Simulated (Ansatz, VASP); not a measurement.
**One calculation of Al2O3, two programs**

```xyz
10
Lattice="4.3352 0.0000 0.0000 0.0000 8.9273 0.0000 0.0000 0.0000 2.9047" Properties=species:S:1:pos:R:3 pbc="T T T"
Al    1.8717    2.9420    1.4523
Al    2.4635    5.9852    1.4523
Al    4.0393    1.5216    0.0000
Al    0.2959    7.4057    0.0000
O     3.2711    2.0261    1.4523
O     0.0000    0.0000    0.0000
O     3.2317    6.4898    0.0000
O     1.1035    2.4375    0.0000
O     1.0641    6.9011    1.4523
O     2.1676    4.4636    1.4523
```

Change from the starting cell: strain -0.080 along x and y, -0.040 along z, atoms carried along.

Alike in both runs: task single point; functional PBE; k mesh 6 × 4 × 8; occupations gaussian, width 0.05 eV; no spin polarisation.

|  | VASP | Ansatz |
| --- | --- | --- |
| version | VASP 6.6.1 | Ansatz 0.2.0 |
| potentials or method | VASP PAW PBE potentials, release 64 (Al, O), cutoff 520 eV | scalar-relativistic, plane waves, PAW |
| valence electrons in the cell | 48 | 48 |

```tsv
	VASP	Ansatz	Ansatz less VASP
gap on the k mesh at the Fermi level (eV)	4.72	4.73	+0.009
least direct gap on the mesh (eV)	4.72	4.73	+0.009
pressure (GPa)	46.0	45.3	-0.73
traceless stress, the component that is largest in VASP (GPa)	22.22	21.57	-0.651
rms of the force components (eV/Å)	1.148	1.117	-0.0313
```

Atom by atom the forces differ by 0.031 eV/Å (rms over components). Both programs put the cell under a high pressure, so it lies far from rest at this level.
